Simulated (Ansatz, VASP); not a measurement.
**Two plane-wave programs on NbP**

The input INCAR:

```
PREC = Accurate
ENCUT = 520
EDIFF = 1E-6
ISMEAR = 0
SIGMA = 0.1
LREAL = False
LASPH = True
NELM = 100
ALGO = Normal
ISIF = 2
LWAVE = False
LCHARG = False
GGA = PE
NBANDS = 46
```

File KPOINTS:

```
Automatic mesh
0
Gamma
  10 10 4
```

File POSCAR:

```
NbP
1.0
    3.3470468453      0.0000000000      0.0000000000
    0.0000000000      3.3470468453      0.0000000000
    0.0000000000      0.0000000000     11.4279644641
Nb P
4 4
Direct
    0.5000000000      0.5000000000      0.0000346828
    0.0000000000      0.5000000000      0.7500346828
    0.0000000000      0.0000000000      0.5000346828
    0.5000000000      0.0000000000      0.2500346828
    0.0000000000      0.0000000000      0.0825938922
    0.5000000000      0.0000000000      0.8325938922
    0.5000000000      0.5000000000      0.5825938922
    0.0000000000      0.5000000000      0.3325938922
```

Input for Ansatz:

```yaml
crystal:
  lattice:
    - [3.3470468453, 0.0, 0.0]
    - [0.0, 3.3470468453, 0.0]
    - [0.0, 0.0, 11.4279644641]
  atoms:
    - { symbol: Nb, position: [0.5, 0.5, 3.46828e-05] }
    - { symbol: Nb, position: [0.0, 0.5, 0.7500346828] }
    - { symbol: Nb, position: [0.0, 0.0, 0.5000346828] }
    - { symbol: Nb, position: [0.5, 0.0, 0.2500346828] }
    - { symbol: P, position: [0.0, 0.0, 0.0825938922] }
    - { symbol: P, position: [0.5, 0.0, 0.8325938922] }
    - { symbol: P, position: [0.5, 0.5, 0.5825938922] }
    - { symbol: P, position: [0.0, 0.5, 0.3325938922] }
basis:
  ecutwfc: 420
kpoints:
  mp_grid: { grid: [10, 10, 4] }
hamiltonian:
  xc: pbe
scf:
  occupations: { method: gaussian, width: 0.1 }
output:
  forces: true
  stress: true
  eigenvalues: true
```

Alike in both runs: task single point; functional PBE; k mesh 10 × 10 × 4; occupations gaussian, width 0.1 eV; no spin polarisation.

|  | VASP | Ansatz |
| --- | --- | --- |
| version | VASP 6.6.1 | Ansatz 0.2.0 |
| potentials or method | VASP PAW PBE potentials, release 64 (Nb_sv, P), cutoff 520 eV | scalar-relativistic, plane waves, PAW |
| valence electrons in the cell | 72 | 72 |

```tsv
	VASP	Ansatz	Ansatz less VASP
gap on the k mesh at the Fermi level (eV)	none	none	-
pressure (GPa)	-0.4	0.0	+0.39
traceless stress, the component that is largest in VASP (GPa)	0.20	0.17	-0.023
```

A gap of «none» marks a metal or a gap that the smearing closes. The functional is the same, so the differences come from potentials, cutoffs and numerics.
